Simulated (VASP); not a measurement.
PdWSe4: single point with PBE

Crystal: PdWSe4.

```
Pd W Se
1.0
     4.91948    0.00000    0.00000
    -2.45974    4.26040    0.00000
     0.00000    0.00000    7.12575
Pd W Se
1 1 4
Direct
  0.33333 0.66667 0.00000
  0.00000 0.00000 0.00000
  0.66667 0.33333 0.00000
  0.50032 0.00064 0.50000
  0.99936 0.49968 0.50000
  0.50032 0.49968 0.50000
```

* Program: VASP 6.6.1
* Task: single point
* Functional: PBE
* Potentials or basis: VASP PAW PBE potentials, release 64 (Pd, W_sv, Se)
* Cutoff: 520 eV
* k mesh: 6 × 6 × 4
* Occupations: gaussian, width 0.1 eV
* Spin: no spin polarisation

```yaml
Pressure: 0.1 GPa
Largest_force: 0.003 eV/Å
Band_gap_on_the_k_mesh: zero (band 24 reaches 4.19 eV, above the bottom of band 25 at 3.79 eV)
```

Forces on the atoms (eV/Å):
```
Pd   0.000  0.000  0.000
W    0.000  0.000  0.000
Se   0.000  0.000  0.000
Se   0.000 -0.003  0.000
Se   0.003  0.002  0.000
Se  -0.003  0.002  0.000
```

Levels at points of the mesh, in eV from the Fermi level:
```
           k point  band 20  band 21  band 22  band 23  band 24  band 25  band 26  band 27  band 28  band 29
(0.00, 0.00, 0.00)    -1.66    -1.58    -0.17    -0.17    -0.03     0.24     0.24     2.42     2.42     3.86
(0.50, 0.00, 0.00)    -1.19    -1.17    -0.99    -0.87    -0.34    -0.26    -0.01     0.01     0.42     0.61
(0.00, 0.00, 0.50)    -2.31    -0.89     0.02     0.02     0.09     0.10     0.10     2.37     2.37     2.71
(0.50, 0.00, 0.50)    -1.26    -1.19    -0.90    -0.89    -0.30    -0.26     0.01     0.25     0.25     0.36
```

It took 55 s on 1 thread of Intel(R) Xeon(R) 6975P-C (Granite Rapids) (shared host), peak memory 0.33 GiB.

Caveat: spin-orbit coupling is left out, which moves the levels of the heavy elements.
